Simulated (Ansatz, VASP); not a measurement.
## ZnH3 in VASP and in Ansatz

Contents of INCAR:

```
SYSTEM = ZnH3
  PREC = Accurate
  ENCUT = 600
  EDIFF = 1E-6
  ISMEAR = 0
  SIGMA = 0.1
  LREAL = .False.
  LASPH = .True.
  NELM = 60
  ALGO = Normal
  ISIF = 3
  LWAVE = .False.
  LCHARG = .False.
  GGA = PE
  IBRION = 2
  NSW = 100
  EDIFFG = -0.01
```

KPOINTS

```
regular mesh
0
Gamma
  16 16 16
  0 0 0
```

Contents of POSCAR:

```
ZnH3
1.0
    2.9393449421      0.0000000000      0.0000000000
    0.0000000000      2.9393449421      0.0000000000
    0.0000000000      0.0000000000      2.9393449421
Zn H
1 3
Direct
    0.0000000000      0.0000000000      0.0000000000
    0.0000000000      0.5000000000      0.5000000000
    0.5000000000      0.0000000000      0.5000000000
    0.5000000000      0.5000000000      0.0000000000
```

Input for Ansatz:

```yaml
crystal:
  lattice:
    - [2.9393449421, 0.0, 0.0]
    - [0.0, 2.9393449421, 0.0]
    - [0.0, 0.0, 2.9393449421]
  atoms:
    - { symbol: Zn, position: [0.0, 0.0, 0.0] }
    - { symbol: H, position: [0.0, 0.5, 0.5] }
    - { symbol: H, position: [0.5, 0.0, 0.5] }
    - { symbol: H, position: [0.5, 0.5, 0.0] }
basis:
  ecutwfc: 420
kpoints:
  mp_grid: { grid: [16, 16, 16] }
hamiltonian:
  xc: pbe
scf:
  occupations: { method: gaussian, width: 0.1 }
output:
  forces: true
  stress: true
  eigenvalues: true
relax:
  adjacent_minimum: "off"
  f_tol: 0.01
  max_steps: 80
  cell: { stress_tol: 0.05 }
```

Alike in both runs: task relaxation of cell and atoms; functional PBE; k mesh 16 × 16 × 16; occupations gaussian, width 0.1 eV; no spin polarisation.

|  | VASP | Ansatz |
| --- | --- | --- |
| version | VASP 6.6.1 | Ansatz 0.2.0 |
| potentials or method | VASP PAW PBE potentials, release 64 (Zn, H), cutoff 600 eV | scalar-relativistic, plane waves, PAW |
| valence electrons in the cell | 15 | 15 |

```csv
,VASP,Ansatz,Ansatz less VASP
"gap on the k mesh at the Fermi level, each at its own relaxed structure (eV)",none,none,-
relaxed volume (Å³/atom),6.35,6.33,-0.015
relaxed cell length with the largest relative difference (Å),2.939,2.937,-0.0023
```

A gap of «none» marks a metal or a gap that the smearing closes.

Noted on VASP's run: the relaxation stopped at its first step, so nothing moved.
